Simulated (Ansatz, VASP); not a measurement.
## MnS: VASP beside Ansatz

```xyz
2
Lattice="0.0000 2.8000 2.8000 2.8000 0.0000 2.8000 2.8000 2.8000 0.0000" Properties=species:S:1:pos:R:3 pbc="T T T"
Mn    0.0560    0.0560    0.0000
S     1.4000    1.4000    1.4000
```

Alike in both runs: task single point; functional PBEsol; dispersion D3(BJ); k mesh 5 × 5 × 5; occupations fermi-dirac, width 0.01 eV; collinear spin.

```csv
,VASP,Ansatz
version,VASP 6.6.1,Ansatz 0.2.0
potentials or method,"VASP PAW PBE potentials, release 64 (Mn_pv, S), cutoff 520 eV","plane waves, PAW"
valence electrons in the cell,19,21
```

VASP gave:

```
gap on the k mesh at the Fermi level (eV)                     : none
rms of the force components (eV/Å)                            : 0.219
net moment per atom (μB)                                      : 2.45
size of the moment on the site where the two differ most (μB) : 4.30
```

Which values does Ansatz return?

gap on the k mesh at the Fermi level (eV): none; rms of the force components (eV/Å): 0.219; net moment per atom (μB): 2.45; size of the moment on the site where the two differ most (μB): 4.08.

VASP's potentials were made for PBE, not for PBEsol. Site moments also hang on the region over which each program counts them. Atom by atom the forces differ by 0.001 eV/Å (rms over components). A gap of «none» marks a metal or a gap that the smearing closes. VASP's potentials hold 19 valence electrons a cell and Ansatz's 21, so a difference there can come from the potentials and not from the codes. Ansatz's warnings: given moment on shells, stability check not made.

The k mesh is coarse, so the values compare programs but aren't converged.
